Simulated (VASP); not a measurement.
# Cu4W (Im-3m) in VASP: further runs

Runs on Cu4W. Level: PBE. Tasks: single point.

All numbers are computed with VASP 6.6.1; they aren't measurements. Logs are shortened: lines on timing, memory, paths and dates and some standing lists are left out, and cuts for length are marked.

**1. The cell of the first run**

It takes space group Im-3m (No. 229, cubic). Conventional cell: a = 5.190 Å, b = 5.190 Å, c = 5.190 Å, α = 90.00°, β = 90.00°, γ = 90.00°. Cu (site symmetry -3m) has 2 W at 2.25 Å and 6 Cu at 2.60 Å within 3.0 Å. W (site symmetry m-3m) has 8 Cu at 2.25 Å within 3.0 Å.

**2. Single point, PBE**

File INCAR:

```
ALGO     = Normal         # electronic algorithm
EDIFF    = 1E-6           # SCF threshold, eV
ENCUT    = 520            # plane-wave cutoff, eV
GGA      = PE             # functional
ISIF     = 2              # what is computed and relaxed
ISMEAR   = 0              # smearing method
LASPH    = True           # aspherical terms in the spheres
LCHARG   = False          # write CHGCAR
LREAL    = False          # projectors in reciprocal space
LWAVE    = False          # write WAVECAR
NBANDS   = 37             # bands
NELM     = 80             # most SCF steps
PREC     = Accurate       # precision mode
SIGMA    = 0.1            # smearing width, eV
```

File KPOINTS:

```
k-points
0
Gamma
  6 6 6
```

File POSCAR:

```
Cu4W
1.0
   -2.5950478800      2.5950478800      2.5950478800
    2.5950478800     -2.5950478800      2.5950478800
    2.5950478800      2.5950478800     -2.5950478800
Cu W
4 1
Direct
    0.0000000000      0.0000000000      0.5000000000
    0.0000000000      0.5000000000      0.0000000000
    0.5000000000      0.0000000000      0.0000000000
    0.5000000000      0.5000000000      0.5000000000
    0.0000000000      0.0000000000      0.0000000000
```

Potentials or basis: VASP PAW PBE potentials, release 64 (Cu, W_sv).

Launch:

```bash
cat potpaw_PBE.64/Cu/POTCAR potpaw_PBE.64/W_sv/POTCAR > POTCAR
mpirun -np 1 vasp_std > vasp.out
```

OUTCAR:

```text
EDIFF = 1E-6
   ENCUT = 520
   GGA = PE
   ISIF = 2
   ISMEAR = 0
   LASPH = True
   LREAL = False
   NELM = 80
   PREC = Accurate

 ion  position               nearest neighbor table
   1  0.000  0.000  0.500-   5 2.25   5 2.25   4 2.60   2 2.60   3 2.60   2 2.60   3 2.60   4 2.60

   2  0.000  0.500  0.000-   5 2.25   5 2.25   4 2.60   1 2.60   3 2.60   1 2.60   4 2.60   3 2.60

   3  0.500  0.000  0.000-   5 2.25   5 2.25   4 2.60   1 2.60   4 2.60   2 2.60   1 2.60   2 2.60

   4  0.500  0.500  0.500-   5 2.25   5 2.25   3 2.60   1 2.60   3 2.60   2 2.60   1 2.60   2 2.60

   5  0.000  0.000  0.000-   1 2.25   2 2.25   3 2.25   4 2.25   1 2.25   2 2.25   3 2.25   4 2.25

  LATTYP: Found a body centered cubic cell.
 ALAT       =     5.1900957600

  Lattice vectors:

 A1 = (  -2.5950478800,   2.5950478800,   2.5950478800)
 A2 = (   2.5950478800,  -2.5950478800,   2.5950478800)
 A3 = (   2.5950478800,   2.5950478800,  -2.5950478800)

Analysis of symmetry for initial positions (statically):
=====================================================================
 Subroutine PRICEL returns:
 Original cell was already a primitive cell.

 Routine SETGRP: Setting up the symmetry group for a
 body centered cubic supercell.

 Subroutine GETGRP returns: Found 48 space group operations
 (whereof 48 operations were pure point group operations)
 out of a pool of 48 trial point group operations.

The static configuration has the point symmetry O_h .

Analysis of symmetry for dynamics (positions and initial velocities):
=====================================================================
 Subroutine PRICEL returns:
 Original cell was already a primitive cell.

 Routine SETGRP: Setting up the symmetry group for a
 body centered cubic supercell.

 Subroutine GETGRP returns: Found 48 space group operations
 (whereof 48 operations were pure point group operations)
 out of a pool of 48 trial point group operations.

The dynamic configuration has the point symmetry O_h .

 Subroutine INISYM returns: Found 48 space group operations
 (whereof 48 operations are pure point group operations),
 and found     1 'primitive' translations

----------------------------------------------------------------------------------------

                                     Primitive cell
[... 87 lines left out ...]
   NELM   =     80;   NELMIN=  2; NELMDL= -5     # of ELM steps
   EDIFF  = 0.1E-05   stopping-criterion for ELM
   LREAL  =      F    real-space projection
   EDIFFG = 0.1E-04   stopping-criterion for IOM
   NSW    =      0    number of steps for IOM
   IBRION =     -1    ionic relax: 0-MD 1-quasi-New 2-CG
   NFREE  =      0    steps in history (QN), initial steepest desc. (CG)
   ISIF   =      2    stress and relaxation
   ISYM   =      2    0-nonsym 1-usesym 2-fastsym
   POTIM  = 0.5000    time-step for ionic-motion
   TEBEG  =    0.0;   TEEND  =   0.0 temperature during run
   PSTRESS=    0.0 pullay stress
   NELECT =      58.0000    total number of electrons
   NUPDOWN=      -1.0000    fix difference up-down
   EMIN   =  10.00;   EMAX   =-10.00  energy-range for DOS
   EFERMI =   0.00;   METHOD = LEGACY
   ISMEAR =     0;   SIGMA  =   0.10  broadening in eV -4-tet -1-fermi 0-gaus
   EFERMI_NEDOS =   21; number of points for ismear=-14 and -15
   IALGO  =     38    algorithm
   IMIX   =      4    mixing-type and parameters
     AMIX     =   0.40;   BMIX     =  1.00
     AMIX_MAG =   1.60;   BMIX_MAG =  1.00
  volume/ion in A,a.u.               =      13.98        94.35
  Fermi-wavevector in a.u.,A,eV,Ry     =   1.538339  2.907040 32.198019  2.366488
  Thomas-Fermi vector in A             =   2.644722
   LORBIT       =      0    0 simple, 1 ext, 2 COOP (PROOUT), +10 PAW based schemes
   GGA     = PE    functional components
   LHFCALC =     F    Hartree Fock is set to
   AEXX    =    0.0000 exact exchange contribution
   IVDW    =     0    specifies the selected vdW correction
   LEPSILON=     F    determine dielectric tensor
   LRPA    =     F    only Hartree local field effects (RPA)
 non-spin polarized calculation
 Gauss-broadening in eV      SIGMA  =   0.10
  energy-cutoff  :      520.00
  volume of cell :       69.90
 maximum number of plane-waves:      1926
 NGX is ok and might be reduce to    36
   NGX = 17   NGY = 17   NGZ = 17

 number of electron      58.0000012 magnetization

 Free energy of the ion-electron system (eV)
  ---------------------------------------------------
  ext. energy  EPLUGINS =         0.00000000
  ---------------------------------------------------
  free energy    TOTEN  =       -19.28318348 eV

  energy without entropy =      -19.27005494  energy(sigma->0) =      -19.27661921

 E-fermi :   7.4845     XC(G=0): -12.0952

 val. band max:        7.3843205057   @ k =   0.3333   0.1667  -0.0000
 cond. band min:       7.5007396469   @ k =   0.3333   0.0000   0.0000
 fundamental gap:      0.1164191411
 Fermi energy:         7.4844962141

 k-point     1 :       0.0000    0.0000    0.0000
  band No.  band energies     occupation
      1     -66.2237      2.00000
      2     -30.7104      2.00000
      3     -30.7104      2.00000
      4     -30.7104      2.00000
      5      -1.5059      2.00000
      6       1.0234      2.00000
[... 629 lines left out ...]
     36      18.0662      0.00000
     37      18.0662      0.00000

------------------------ aborting loop because EDIFF is reached ----------------------------------------

  FORCE on cell =-STRESS in cart. coord.  units (eV):
  Direction    XX          YY          ZZ          XY          YZ          ZX
  --------------------------------------------------------------------------------------
  -------------------------------------------------------------------------------------
  Total       18.5719693     18.5719693     18.5719693      0.0000000      0.0000000      0.0000000
  in kB      425.6693905    425.6693905    425.6693905      0.0000000      0.0000000      0.0000000
  external PRESSURE =     425.6693905 kB  Pullay stress =       0.0000000 kB

 VOLUME and BASIS-vectors are now :
 -----------------------------------------------------------------------------
  energy-cutoff  :      520.00
  volume of cell :       69.90
      direct lattice vectors                 reciprocal lattice vectors
    -2.595047880  2.595047880  2.595047880     0.000000000  0.192674672  0.192674672
     2.595047880 -2.595047880  2.595047880     0.192674672  0.000000000  0.192674672
     2.595047880  2.595047880 -2.595047880     0.192674672  0.192674672  0.000000000

 POSITION                                       TOTAL-FORCE (eV/Angst)
 -----------------------------------------------------------------------------------
      1.29752      1.29752     -1.29752         0.000000     -0.000000     -0.000000
      1.29752     -1.29752      1.29752        -0.000000      0.000000      0.000000
     -1.29752      1.29752      1.29752        -0.000000     -0.000000      0.000000
      1.29752      1.29752      1.29752         0.000000     -0.000000     -0.000000
      0.00000      0.00000      0.00000         0.000000     -0.000000      0.000000
 -----------------------------------------------------------------------------------
    total drift:                               -0.000000     -0.000000      0.000000

  FREE ENERGIE OF THE ION-ELECTRON SYSTEM (eV)
  ---------------------------------------------------
  free  energy   TOTEN  =       -19.2831834833 eV

  energy  without entropy=      -19.2700549450  energy(sigma->0) =      -19.27661921
```

OSZICAR:

```text
N       E                     dE             d eps       ncg     rms          rms(c)
DAV:   1     0.547505262449E+03    0.54751E+03   -0.26498E+04  1184   0.252E+03
DAV:   2     0.373879727846E+02   -0.51012E+03   -0.49591E+03  1184   0.503E+02
DAV:   3    -0.220724107159E+02   -0.59460E+02   -0.55564E+02  1432   0.199E+02
DAV:   4    -0.250470515849E+02   -0.29746E+01   -0.28992E+01  1713   0.511E+01
DAV:   5    -0.250773225776E+02   -0.30271E-01   -0.30257E-01  1609   0.525E+00    0.316E+01
DAV:   6    -0.260141396426E+02   -0.93682E+00   -0.82907E+01  1480   0.187E+02    0.200E+01
DAV:   7    -0.193013483139E+02    0.67128E+01   -0.23172E+01  1441   0.892E+01    0.110E+01
DAV:   8    -0.194668350585E+02   -0.16549E+00   -0.20725E+00  1714   0.191E+01    0.338E+00
DAV:   9    -0.192884941498E+02    0.17834E+00   -0.83982E-01  1473   0.186E+01    0.830E-01
DAV:  10    -0.192841224279E+02    0.43717E-02   -0.71125E-02  1711   0.485E+00    0.354E-01
DAV:  11    -0.192835198561E+02    0.60257E-03   -0.10610E-02  1558   0.199E+00    0.213E-01
DAV:  12    -0.192831826306E+02    0.33723E-03   -0.13997E-03  1446   0.736E-01    0.156E-02
DAV:  13    -0.192831832495E+02   -0.61889E-06   -0.82017E-05  1600   0.956E-02    0.130E-02
DAV:  14    -0.192831834833E+02   -0.23375E-06   -0.35648E-06  1170   0.200E-02
   1 F= -.19283183E+02 E0= -.19276619E+02  d E =-.131285E-01
```

It took 44 s on 1 thread of Intel Xeon Platinum 8375C at 2.90GHz (Ice Lake), shared host; peak memory 0.21 GiB.

What came out:

```
Free energy            : -19.2832 eV
Pressure               : 42.6 GPa
Band gap on the k mesh : zero (band 29 reaches 9.13 eV, above the bottom of band 30 at 5.66 eV)
```

Caveat: spin-orbit coupling is left out, which moves the levels of the heavy elements.

(Continued in part 2 of 2.)
